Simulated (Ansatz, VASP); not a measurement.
Si5Br2 in VASP and in Ansatz

INCAR

```
SYSTEM = Si5Br2
ALGO = Normal
EDIFF = 1E-7
ENCUT = 520
GGA = PE
ISIF = 2
ISMEAR = 0
LASPH = .True.
LCHARG = .False.
LREAL = .False.
LWAVE = .False.
NBANDS = 26
NELM = 60
PREC = Accurate
SIGMA = 0.1
```

Contents of KPOINTS:

```
k-points
0
Gamma
  4 4 2
  0 0 0
```

The input POSCAR:

```
Si5Br2
1.0
    4.5009895000      0.0000000000      0.0000000000
    0.0000000000      4.7702899700      0.0000000000
    0.0000000000      0.0000000000      7.6101853200
Si Br
5 2
Direct
    0.0000000000      0.0000000000      0.3190000100
    0.0000000000      0.0000000000      0.6809999900
    0.5000000000      0.5000000000      0.5000000000
    0.5000000000      0.0000000000      0.0000000000
    0.0000000000      0.5000000000      0.0000000000
    0.5000000000      0.0000000000      0.5000000000
    0.0000000000      0.0000000000      0.0000000000
```

Input for Ansatz:

```yaml
crystal:
  lattice:
    - [4.5009895, 0.0, 0.0]
    - [0.0, 4.77028997, 0.0]
    - [0.0, 0.0, 7.61018532]
  atoms:
    - { symbol: Si, position: [0.0, 0.0, 0.31900001] }
    - { symbol: Si, position: [0.0, 0.0, 0.68099999] }
    - { symbol: Si, position: [0.5, 0.5, 0.5] }
    - { symbol: Si, position: [0.5, 0.0, 0.0] }
    - { symbol: Si, position: [0.0, 0.5, 0.0] }
    - { symbol: Br, position: [0.5, 0.0, 0.5] }
    - { symbol: Br, position: [0.0, 0.0, 0.0] }
basis:
  ecutwfc: 420
kpoints:
  mp_grid: { grid: [4, 4, 2] }
hamiltonian:
  xc: pbe
scf:
  occupations: { method: gaussian, width: 0.1 }
  lower_state_search: "off"
output:
  forces: true
  stress: true
  eigenvalues: true
```

Change from the starting cell: species swapped into the Ta2O5 type (Pmmm, No. 47).

Alike in both runs: task single point; functional PBE; k mesh 4 × 4 × 2; occupations gaussian, width 0.1 eV; no spin polarisation.

|  | VASP | Ansatz |
| --- | --- | --- |
| version | VASP 6.6.1 | Ansatz 0.2.0 |
| potentials or method | VASP PAW PBE potentials, release 64 (Si, Br), cutoff 520 eV | scalar-relativistic, plane waves, PAW |
| valence electrons in the cell | 34 | 34 |

```tsv
	VASP	Ansatz	Ansatz less VASP
gap on the k mesh at the Fermi level (eV)	none	none	-
pressure (GPa)	13.1	13.1	-0.03
traceless stress, the component that is largest in VASP (GPa)	-6.19	-6.18	+0.016
rms of the force components (eV/Å)	0.368	0.368	+0.0006
```

Atom by atom the forces differ by 0.001 eV/Å (rms over components). A gap of «none» marks a metal or a gap that the smearing closes. The functional is the same, so the differences come from potentials, cutoffs and numerics.

The k mesh is coarse, so the values compare programs but aren't converged.
